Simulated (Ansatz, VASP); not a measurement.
## One calculation of Na, two programs

The input INCAR:

```
SYSTEM = Na
PREC = Accurate ; ENCUT = 520
EDIFF = 1E-6 ; ISMEAR = -1
SIGMA = 0.1 ; LREAL = .FALSE.
LASPH = .TRUE. ; NELM = 80
ALGO = Normal ; ISIF = 2
LWAVE = .FALSE. ; LCHARG = .TRUE.
GGA = B5 ; ALDAX = 1.0
AGGAX = 1.0 ; AGGAC = 1.0
ALDAC = 0.0 ; LELF = .TRUE.
LVHAR = .TRUE. ; NBANDS = 10
```

Contents of KPOINTS:

```
regular mesh
0
G
  12 12 12
  0 0 0
```

POSCAR

```
Na
1.0
    0.0000000000      2.6896002576      2.6896002576
    2.6896002576      0.0000000000      2.6896002576
    2.6896002576      2.6896002576      0.0000000000
Na
1
Direct
    0.0000000000      0.0000000000      0.0000000000
```

Input for Ansatz:

```yaml
crystal:
  lattice:
    - [0.0, 2.6896002576, 2.6896002576]
    - [2.6896002576, 0.0, 2.6896002576]
    - [2.6896002576, 2.6896002576, 0.0]
  atoms:
    - { symbol: Na, position: [0.0, 0.0, 0.0] }
hamiltonian:
  xc: blyp
  pseudopotentials:
    kind: paw
    azcp:
      Na: "pseudopotentials/Na.paw.azcp"
basis:
  ecutwfc: 420
  fft_grid_basis: typed
kpoints:
  mp_grid: { grid: [12, 12, 12], shift: [0, 0, 0] }
magnetization:
  spin_polarized: false
scf:
  occupations: { method: fermi_dirac, width: 0.1 }
  lower_state_search: "off"
output:
  stress: true
  write_density: true
  write_potential: true
  elf: true
  volumetric_format: npy
```

Alike in both runs: task single point; functional BLYP; k mesh 12 × 12 × 12; occupations fermi-dirac, width 0.1 eV; no spin polarisation.

|  | VASP | Ansatz |
| --- | --- | --- |
| version | VASP 6.6.1 | Ansatz 0.2.0 |
| potentials or method | VASP PAW PBE potentials, release 64 (Na_pv), cutoff 520 eV | plane waves (420 eV) with PAW, scalar-relativistic |
| valence electrons in the cell | 7 | 9 |

|  | VASP | Ansatz | Ansatz less VASP |
| --- | --- | --- | --- |
| pressure (GPa) | -0.3 | -0.3 | +0.01 |

VASP's potentials were made for PBE, not for BLYP. With one functional, cell and mesh, what is left measures potentials, basis and numerics. VASP's potentials hold 7 valence electrons a cell and Ansatz's 9, so a difference there can come from the potentials and not from the codes.
